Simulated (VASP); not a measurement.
# Nb (P6/mmm) in VASP: notebook

Runs on Nb. Level: PBE. Tasks: single point.

All numbers are computed with VASP 6.6.1; they aren't measurements. Logs are shortened: lines on timing, memory, paths and dates and some standing lists are left out, and cuts for length are marked.

**1. The cell of the first run**

It takes space group P6/mmm (No. 191, hexagonal). The conventional cell has a = 2.886 Å, b = 2.886 Å, c = 2.752 Å, α = 90.00°, β = 90.00°, γ = 120.00°. Within 3.6 Å of Nb (site symmetry 6/mmm) lie 8 Nb at 2.75 to 2.89 Å.

**2. Single point, PBE**

The input, INCAR:

```
SYSTEM = Nb
PREC = Accurate
ENCUT = 520
EDIFF = 1E-6
ISMEAR = -1
SIGMA = 0.08
LREAL = .FALSE.
LASPH = .TRUE.
NELM = 80
ALGO = Normal
ISIF = 2
LWAVE = .FALSE.
LCHARG = .TRUE.
GGA = PE
LELF = .TRUE.
LVHAR = .TRUE.
NBANDS = 12
```

The input, KPOINTS:

```
Automatic mesh
0
G
  15 15 14
  0 0 0
```

The input, POSCAR:

```
Nb
1.0
    2.8861573878      0.0000000000      0.0000000000
   -1.4430786939      2.4994856172      0.0000000000
    0.0000000000      0.0000000000      2.7515288428
Nb
1
Direct
    0.0000000000      0.0000000000      0.0000000000
```

Potentials or basis: VASP PAW PBE potentials, release 64 (Nb_sv).

Launch:

```
$ cat potpaw_PBE.64/Nb_sv/POTCAR > POTCAR
$ mpirun -np 1 vasp_std > vasp.out
```

OUTCAR:

```text
SYSTEM = Nb
   PREC = Accurate
   ENCUT = 520
   EDIFF = 1E-6
   ISMEAR = -1
   LREAL = .FALSE.
   LASPH = .TRUE.
   NELM = 80
   ISIF = 2
   GGA = PE

 ion  position               nearest neighbor table
   1  0.000  0.000  0.000-

  LATTYP: Found a hexagonal cell.
 ALAT       =     2.8861573878
 C/A-ratio  =     0.9533537064

  Lattice vectors:

 A1 = (   2.8861573878,   0.0000000000,   0.0000000000)
 A2 = (  -1.4430786939,   2.4994856172,   0.0000000000)
 A3 = (   0.0000000000,   0.0000000000,   2.7515288428)

Analysis of symmetry for initial positions (statically):
=====================================================================
 Subroutine PRICEL returns:
 Original cell was already a primitive cell.

 Routine SETGRP: Setting up the symmetry group for a
 hexagonal supercell.

 Subroutine GETGRP returns: Found 24 space group operations
 (whereof 24 operations were pure point group operations)
 out of a pool of 24 trial point group operations.

The static configuration has the point symmetry D_6h.

Analysis of symmetry for dynamics (positions and initial velocities):
=====================================================================
 Subroutine PRICEL returns:
 Original cell was already a primitive cell.

 Routine SETGRP: Setting up the symmetry group for a
 hexagonal supercell.

 Subroutine GETGRP returns: Found 24 space group operations
 (whereof 24 operations were pure point group operations)
 out of a pool of 24 trial point group operations.

The dynamic configuration has the point symmetry D_6h.

 Subroutine INISYM returns: Found 24 space group operations
 (whereof 24 operations are pure point group operations),
 and found     1 'primitive' translations

----------------------------------------------------------------------------------------

                                     Primitive cell

  volume of cell :      19.8493

  direct lattice vectors                    reciprocal lattice vectors
     2.886157388  0.000000000  0.000000000     0.346481451  0.200041159  0.000000000
    -1.443078694  2.499485617  0.000000000     0.000000000  0.400082318  0.000000000
     0.000000000  0.000000000  2.751528843     0.000000000  0.000000000  0.363434315

  length of vectors
     2.886157388  2.886157388  2.751528843     0.400082318  0.400082318  0.363434315

  position of ions in fractional coordinates (direct lattice)
     0.000000000  0.000000000  0.000000000

  ion indices of the primitive-cell ions
   primitive index   ion index
                 1           1

----------------------------------------------------------------------------------------

 KPOINTS: Automatic mesh

Automatic generation of k-mesh.
 Grid dimensions read from file:
 generate k-points for:   15   15   14

 Generating k-lattice:

  Cartesian coordinates                     Fractional coordinates (reciprocal lattice)
     0.023098763  0.013336077  0.000000000     0.066666667  0.000000000  0.000000000
     0.000000000  0.026672155  0.000000000     0.000000000  0.066666667  0.000000000
     0.000000000  0.000000000  0.025959594     0.000000000  0.000000000  0.071428571

  Length of vectors
     0.026672155  0.026672155  0.025959594

  Shift w.r.t. Gamma in fractional coordinates (k-lattice)
     0.000000000  0.000000000  0.000000000

 Subroutine IBZKPT returns following result:
 ===========================================

 Found    216 irreducible k-points:

 Following reciprocal coordinates:
            Coordinates               Weight
  0.000000  0.000000  0.000000      1.000000
  0.066667 -0.000000  0.000000      6.000000
  0.133333  0.000000  0.000000      6.000000
  0.200000  0.000000  0.000000      6.000000
  0.266667  0.000000  0.000000      6.000000
  0.333333  0.000000  0.000000      6.000000
[... 16 lines left out ...]
  0.333333  0.200000  0.000000     12.000000
  0.400000  0.200000  0.000000      6.000000
 [... further k-points ...]
   k-points           NKPTS =    216   k-points in BZ     NKDIM =    216   number of bands    NBANDS=     12
   number of dos      NEDOS =    301   number of ions     NIONS =      1
   total plane-waves  NPLWV =  11520
   dimension x,y,z NGX =    24 NGY =   24 NGZ =   20
   dimension x,y,z NGXF=    48 NGYF=   48 NGZF=   40
   ions per type =               1
   NGX,Y,Z   is equivalent  to a cutoff of  13.82, 13.82, 12.08 a.u.
   NGXF,Y,Z  is equivalent  to a cutoff of  27.65, 27.65, 24.17 a.u.
 SYSTEM =  Nb
   PREC   = accura    normal or accurate (medium, high low for compatibility)
   ISTART =      0    job   : 0-new  1-cont  2-samecut
   ICHARG =      2    charge: 1-file 2-atom 10-const
   ISPIN  =      1    spin polarized calculation?
   LNONCOLLINEAR =      F non collinear calculations
   LSORBIT =      F    spin-orbit coupling
   LASPH  =      T    aspherical Exc in radial PAW
   ENCUT  =  520.0 eV  38.22 Ry    6.18 a.u.   5.37  5.37  5.12*2*pi/ulx,y,z
   NELM   =     80;   NELMIN=  2; NELMDL= -5     # of ELM steps
   EDIFF  = 0.1E-05   stopping-criterion for ELM
   LREAL  =      F    real-space projection
   EDIFFG = 0.1E-04   stopping-criterion for IOM
   NSW    =      0    number of steps for IOM
   IBRION =     -1    ionic relax: 0-MD 1-quasi-New 2-CG
   NFREE  =      0    steps in history (QN), initial steepest desc. (CG)
   ISIF   =      2    stress and relaxation
   ISYM   =      2    0-nonsym 1-usesym 2-fastsym
   POTIM  = 0.5000    time-step for ionic-motion
   TEBEG  =    0.0;   TEEND  =   0.0 temperature during run
   PSTRESS=    0.0 pullay stress
   NELECT =      13.0000    total number of electrons
   NUPDOWN=      -1.0000    fix difference up-down
   EMIN   =  10.00;   EMAX   =-10.00  energy-range for DOS
   EFERMI =   0.00;   METHOD = LEGACY
   ISMEAR =    -1;   SIGMA  =   0.08  broadening in eV -4-tet -1-fermi 0-gaus
   EFERMI_NEDOS =   21; number of points for ismear=-14 and -15
   IALGO  =     38    algorithm
   IMIX   =      4    mixing-type and parameters
     AMIX     =   0.40;   BMIX     =  1.00
     AMIX_MAG =   1.60;   BMIX_MAG =  1.00
  volume/ion in A,a.u.               =      19.85       133.95
  Fermi-wavevector in a.u.,A,eV,Ry     =   1.421699  2.686622 27.500483  2.021229
  Thomas-Fermi vector in A             =   2.542481
   LORBIT       =      0    0 simple, 1 ext, 2 COOP (PROOUT), +10 PAW based schemes
   GGA     = PE    functional components
   LHFCALC =     F    Hartree Fock is set to
   AEXX    =    0.0000 exact exchange contribution
   IVDW    =     0    specifies the selected vdW correction
   LEPSILON=     F    determine dielectric tensor
   LRPA    =     F    only Hartree local field effects (RPA)
 non-spin polarized calculation
  energy-cutoff  :      520.00
  volume of cell :       19.85
 maximum number of plane-waves:       551
 NGX is ok and might be reduce to    24
   NGX = 11   NGY = 11   NGZ = 11

 number of electron      12.9999999 magnetization

 Free energy of the ion-electron system (eV)
  ---------------------------------------------------
  ext. energy  EPLUGINS =         0.00000000
  ---------------------------------------------------
  free energy    TOTEN  =        -9.59990762 eV

  energy without entropy =       -9.57320404  energy(sigma->0) =       -9.58655583

 E-fermi :  10.2398     XC(G=0): -11.9429

 val. band max:       10.2397873067   @ k =   0.2667   0.1333   0.2143
 cond. band min:      10.2499018465   @ k =   0.2000   0.2000   0.2857
 fundamental gap:      0.0101145398
 Fermi energy:        10.2398486627

 k-point     1 :       0.0000    0.0000    0.0000
  band No.  band energies     occupation
      1     -44.6826      2.00000
      2     -20.0944      2.00000
      3     -20.0262      2.00000
      4     -20.0262      2.00000
      5       4.2520      2.00000
      6       7.2692      2.00000
      7      10.4106      0.21150
      8      10.4106      0.21150
      9      14.9997      0.00000
     10      14.9997      0.00000
     11      22.3068      0.00000
     12      24.0383      0.00000

 k-point     2 :       0.0667   -0.0000    0.0000
  band No.  band energies     occupation
      1     -44.6745      2.00000
      2     -20.0883      2.00000
      3     -20.0832      2.00000
      4     -20.0389      2.00000
      5       4.4084      2.00000
      6       7.3420      2.00000
      7      10.2377      1.01371
      8      10.5583      0.03665
      9      14.7968      0.00000
     10      14.9687      0.00000
     11      22.6859      0.00000
     12      24.3825      0.00000

 k-point     3 :       0.1333    0.0000    0.0000
  band No.  band energies     occupation
      1     -44.6517      2.00000
      2     -20.2423      2.00000
      3     -20.0745      2.00000
      4     -20.0711      2.00000
      5       4.8469      2.00000
      6       7.5464      2.00000
      7       9.8240      1.98900
      8      10.9935      0.00016
      9      14.2822      0.00000
     10      14.8824      0.00000
     11      23.6512      0.00000
     12      25.3036      0.00000

 k-point     4 :       0.2000    0.0000    0.0000
  band No.  band energies     occupation
      1     -44.6178      2.00000
      2     -20.4713      2.00000
      3     -20.1264      2.00000
      4     -20.0456      2.00000
      5       5.4722      2.00000
      6       7.8022      2.00000
      7       9.4448      1.99990
      8      11.6909      0.00000
      9      13.6367      0.00000
     10      14.7583      0.00000
     11      24.0198      0.00000
     12      25.7753      0.00000

 k-point     5 :       0.2667    0.0000    0.0000
  band No.  band energies     occupation
      1     -44.5785      2.00000
      2     -20.7271      2.00000
      3     -20.1855      2.00000
      4     -20.0162      2.00000
      5       6.1114      2.00000
      6       7.8916      2.00000
      7       9.5127      1.99977
      8      12.6030      0.00000
      9      13.0045      0.00000
     10      14.6200      0.00000
     11      22.7280      0.00000
     12      25.7118      0.00000
[... 228 lines left out ...]
      1     -44.5315      2.00000
      2     -20.9107      2.00000
      3     -20.3772      2.00000
      4     -19.9811      2.00000
      5       7.1984      2.00000
      6       8.4368      2.00000
      7       8.7401      2.00000
      8      12.6082      0.00000
      9      14.0875      0.00000
     10      14.3585      0.00000
     11      21.6511      0.00000
     12      22.5003      0.00000

 k-point    22 :       0.2667    0.2000    0.0000
  band No.  band energies     occupation
      1     -44.5034      2.00000
      2     -21.0220      2.00000
      3     -20.4850      2.00000
      4     -19.9601      2.00000
      5       7.6829      2.00000
      6       8.2746      2.00000
      7       9.2816      1.99999
      8      12.3862      0.00000
      9      13.8045      0.00000
     10      15.4753      0.00000
     11      20.3973      0.00000
     12      21.4754      0.00000

 k-point    23 :       0.3333    0.2000    0.0000
  band No.  band energies     occupation
      1     -44.4843      2.00000
      2     -21.0917      2.00000
      3     -20.5629      2.00000
      4     -19.9459      2.00000
      5       7.7335      2.00000
      6       8.3868      2.00000
      7       9.8833      1.97706
      8      12.2561      0.00000
      9      13.6029      0.00000
     10      16.3863      0.00000
     11      19.3569      0.00000
     12      20.6324      0.00000

 k-point    24 :       0.4000    0.2000    0.0000
  band No.  band energies     occupation
      1     -44.4775      2.00000
      2     -21.1154      2.00000
      3     -20.5914      2.00000
      4     -19.9408      2.00000
      5       7.6963      2.00000
      6       8.4730      2.00000
      7      10.1554      1.48390
      8      12.2139      0.00000
      9      13.5297      0.00000
     10      16.7750      0.00000
     11      18.9413      0.00000
     12      20.2581      0.00000

 [... further k-points ...]

------------------------ aborting loop because EDIFF is reached ----------------------------------------

  FORCE on cell =-STRESS in cart. coord.  units (eV):
  Direction    XX          YY          ZZ          XY          YZ          ZX
  --------------------------------------------------------------------------------------
  -------------------------------------------------------------------------------------
  Total       -0.4369168     -0.4369168     -0.4336967      0.0000000      0.0000000      0.0000000
  in kB      -35.2666855    -35.2666855    -35.0067648      0.0000000      0.0000000      0.0000000
  external PRESSURE =     -35.1800453 kB  Pullay stress =       0.0000000 kB

 VOLUME and BASIS-vectors are now :
 -----------------------------------------------------------------------------
  energy-cutoff  :      520.00
  volume of cell :       19.85
      direct lattice vectors                 reciprocal lattice vectors
     2.886157388  0.000000000  0.000000000     0.346481451  0.200041159  0.000000000
    -1.443078694  2.499485617  0.000000000     0.000000000  0.400082318  0.000000000
     0.000000000  0.000000000  2.751528843     0.000000000  0.000000000  0.363434315

 POSITION                                       TOTAL-FORCE (eV/Angst)
 -----------------------------------------------------------------------------------
      0.00000      0.00000      0.00000         0.000000      0.000000      0.000000
 -----------------------------------------------------------------------------------
    total drift:                                0.000000      0.000000      0.000000

  FREE ENERGIE OF THE ION-ELECTRON SYSTEM (eV)
  ---------------------------------------------------
  free  energy   TOTEN  =        -9.5999076200 eV

  energy  without entropy=       -9.5732040422  energy(sigma->0) =       -9.58655583
```

It took 23 s on 1 thread of Intel Xeon 6975P-C, shared host; peak memory 0.17 GiB.

Results:

- Free energy: -9.5999 eV
- Pressure: -3.5 GPa

**3. Single point, PBE**

The input, INCAR:

```
PREC     = Accurate       # precision mode
ENCUT    = 520            # plane-wave cutoff, eV
EDIFF    = 1E-6           # SCF threshold, eV
ISMEAR   = -1             # smearing method
SIGMA    = 0.08           # smearing width, eV
LREAL    = F              # projectors in reciprocal space
LASPH    = T              # aspherical terms in the spheres
NELM     = 100            # most SCF steps
ALGO     = Normal         # electronic algorithm
ISIF     = 2              # what is computed and relaxed
LWAVE    = F              # write WAVECAR
LCHARG   = F              # write CHGCAR
GGA      = PE             # functional
NBANDS   = 12             # bands
```

The input, KPOINTS:

```
regular mesh
0
Gamma
  15 15 14
```

POSCAR is that of step 2.

Potentials or basis: VASP PAW PBE potentials, release 64 (Nb_sv).

Launch:

```
$ cat potpaw_PBE.64/Nb_sv/POTCAR > POTCAR
$ mpirun -np 1 vasp_std > vasp.out
```

Wall time 24 s (1 thread of Intel Xeon 6975P-C, shared host); peak memory 0.17 GiB.

It converged, with:

* Free energy: -9.5999 eV
* Pressure: -3.5 GPa

Levels at points of the mesh, in eV from the Fermi level:
```tsv
k point	band 3	band 4	band 5	band 6	band 7	band 8	band 9	band 10
(0.00, 0.00, 0.00)	-30.27	-30.27	-5.99	-2.97	0.17	0.17	4.76	4.76
(0.00, 0.00, 0.50)	-30.15	-30.15	-3.06	0.04	0.87	0.87	1.95	1.95
```
